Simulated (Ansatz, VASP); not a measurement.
## One calculation of MgO, two programs

```
Mg O
1.0
     4.25438    0.00000    0.00000
     0.00000    4.25438    0.00000
     0.00000    0.00000    4.25438
Mg O
4 4
Direct
  0.00000 0.00000 0.00000
  0.00000 0.50000 0.50000
  0.50000 0.00000 0.50000
  0.50000 0.50000 0.00000
  0.00000 0.00000 0.50000
  0.00000 0.50000 0.00000
  0.50000 0.00000 0.00000
  0.50000 0.50000 0.50000
```

Alike in both runs: task single point; functional PBE; k mesh 3 × 3 × 3; occupations fermi-dirac, width 0.01 eV; no spin polarisation.

|  | VASP | Ansatz |
| --- | --- | --- |
| version | VASP 6.6.1 | Ansatz 0.2.0 |
| potentials or method | VASP PAW PBE potentials, release 64 (Mg, O), cutoff 600 eV | plane-wave PAW DFT |
| valence electrons in the cell | 32 | 64 |

```csv
,VASP,Ansatz,Ansatz less VASP
gap on the k mesh at the Fermi level (eV),4.44,4.46,+0.019
```

The functional is the same, so the differences come from potentials, cutoffs and numerics. VASP's potentials hold 32 valence electrons a cell and Ansatz's 64, so a difference there can come from the potentials and not from the codes.

The k mesh is coarse, so the values compare programs but aren't converged.
